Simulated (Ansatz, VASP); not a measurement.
## Two plane-wave programs on RbBr

```
CELL_PARAMETERS angstrom
0.00000 3.37431 3.37431
3.37431 0.00000 3.37431
3.37431 3.37431 0.00000
ATOMIC_POSITIONS crystal
Rb 0.00000 0.00000 0.00000
Br 0.50000 0.50000 0.50000
```

Change from the starting cell: hydrostatic strain -2.5%.

Alike in both runs: task single point; functional PBE; k mesh 6 × 6 × 6; occupations fermi-dirac, width 0.02 eV; no spin polarisation.

|  | VASP | Ansatz |
| --- | --- | --- |
| version | VASP 6.6.1 | Ansatz 0.2.0 |
| potentials or method | VASP PAW PBE potentials, release 64 (Rb_sv, Br) | plane waves, PAW |
| plane-wave cutoff (eV) | 520 | 420 |
| valence electrons in the cell | 16 | 16 |

|  | VASP | Ansatz | Ansatz less VASP |
| --- | --- | --- | --- |
| gap on the k mesh at the Fermi level (eV) | 4.48 | 4.49 | +0.003 |
| pressure (GPa) | 1.9 | 1.9 | -0.03 |
